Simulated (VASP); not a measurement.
A run of VASP 6.6.1:

Contents of INCAR:

```
SYSTEM = Sb
PREC = Accurate ; ENCUT = 520
EDIFF = 1E-8 ; ISMEAR = -1
SIGMA = 0.05 ; LREAL = .FALSE.
LASPH = .TRUE. ; NELM = 60
ALGO = Normal ; ISIF = 2
LWAVE = .FALSE. ; LCHARG = .FALSE.
GGA = PS ; LEFG = .TRUE.
NBANDS = 8
```

KPOINTS

```
Automatic mesh
0
G
  12 12 12
  0 0 0
```

The input POSCAR:

```
Sb
1.0
    0.0000000000      2.3240504507      2.3240504507
    2.3240504507      0.0000000000      2.3240504507
    2.3240504507      2.3240504507      0.0000000000
Sb
1
Direct
    0.0000000000      0.0000000000      0.0000000000
```

Potentials or basis: VASP PAW PBE potentials, release 64 (Sb).

Launch:

```bash
$ cat potpaw_PBE.64/Sb/POTCAR > POTCAR
$ mpirun -np 1 vasp_std > vasp.out
```

Hardware: 1 thread of AMD EPYC 7R13, with other jobs on the host.

Problem. How long does it take, and how much memory?

Solution. It took 23 s on 1 thread of AMD EPYC 7R13, with other jobs on the host, peak memory 0.11 GiB. Counts: scf iterations 12, k points 72.
